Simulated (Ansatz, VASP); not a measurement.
Pb: VASP beside Ansatz

Contents of INCAR:

```
SYSTEM = Pb
PREC = Accurate
ENCUT = 520
EDIFF = 1E-7
ISMEAR = -1
SIGMA = 0.025
LREAL = .False.
LASPH = .True.
NELM = 150
ALGO = Normal
ISIF = 2
LWAVE = .False.
LCHARG = .True.
MAGMOM = 0.289 0.289 0.289
LORBIT = 11
LSORBIT = .True.
GGA_COMPAT = .False.
LORBMOM = .True.
GGA = RP
IVDW = 12
LVHAR = .True.
NBANDS = 25
```

File KPOINTS:

```
Automatic mesh
0
Gamma
  7 7 7
  0 0 0
```

The input POSCAR:

```
Pb
1.0
    0.0000000000      2.4415696833      2.4415696833
    2.4415696833      0.0000000000      2.4415696833
    2.4415696833      2.4415696833      0.0000000000
Pb
1
Direct
    0.0000000000      0.0000000000      0.0000000000
```

input.yaml

```yaml
crystal:
  lattice:
    - [0.0, 2.4415696833, 2.4415696833]
    - [2.4415696833, 0.0, 2.4415696833]
    - [2.4415696833, 2.4415696833, 0.0]
  atoms:
    - { symbol: Pb, position: [0.0, 0.0, 0.0], spin: 0.501, spin_axis: [0.57735, 0.57735, 0.57735] }
kpoints:
  mp_grid: { grid: [7, 7, 7] }
scf:
  occupations: { method: fermi_dirac, width: 0.025 }
hamiltonian:
  xc: rpbe
  dispersion: d3bj
  pseudopotentials: { kind: all_electron, lapw: { basis_error: 0.001 } }
magnetization:
  noncollinear: true
  spin_orbit: true
output:
  forces: true
  stress: true
  eigenvalues: true
```

Change from the starting cell: volume scaled by 0.96.

Alike in both runs: task single point; functional RPBE; dispersion D3(BJ); k mesh 7 × 7 × 7; occupations fermi-dirac, width 0.025 eV; non-collinear spin, spin-orbit coupling.

|  | VASP | Ansatz |
| --- | --- | --- |
| version | VASP 6.6.1 | Ansatz 0.2.0 |
| potentials or method | VASP PAW PBE potentials, release 64 (Pb_d), cutoff 520 eV | all-electron LAPW, relativistic spinors |

Ansatz gave:

```
pressure (GPa)           : -15.4
net moment per atom (μB) : 0.00
```

Question: What did VASP give for the same quantities?

Answer: Pressure (GPa): -15.3; net moment per atom (μB): 0.00.

VASP's potentials were made for PBE, not for RPBE. Ansatz ran all-electron here, and VASP with PAW potentials.

Noted on Ansatz's run: the k mesh is thin for a metal, which can move the energy by tens of meV per atom.
